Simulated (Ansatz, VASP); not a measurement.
# Two plane-wave programs on SrO

```xyz
4
Lattice="4.2755 0.0000 0.0000 -2.1377 3.7027 0.0000 0.0000 0.0000 5.1556" Properties=species:S:1:pos:R:3 pbc="T T T"
Sr    0.0000    2.4684    4.8366
Sr    2.1377    1.2342    2.2588
O     0.0000    2.4684    2.2523
O     2.2377    1.2342    4.8301
```

Alike in both runs: task single point; functional PBE; k mesh 9 × 9 × 6; occupations gaussian, width 0.05 eV; no spin polarisation.

```csv
,VASP,Ansatz
version,VASP 6.6.1,Ansatz 0.2.0
potentials or method,"VASP PAW PBE potentials, release 64 (Sr_sv, O), cutoff 520 eV","scalar-relativistic, plane waves, PAW"
valence electrons in the cell,32,32
```

|  | VASP | Ansatz | Ansatz less VASP |
| --- | --- | --- | --- |
| gap on the k mesh at the Fermi level (eV) | 2.63 | 2.65 | +0.018 |
| pressure (GPa) | 1.5 | 1.0 | -0.47 |
| traceless stress, the component that is largest in VASP (GPa) | 0.83 | 0.76 | -0.066 |
| rms of the force components (eV/Å) | 0.197 | 0.187 | -0.0101 |

Atom by atom the forces differ by 0.010 eV/Å (rms over components).
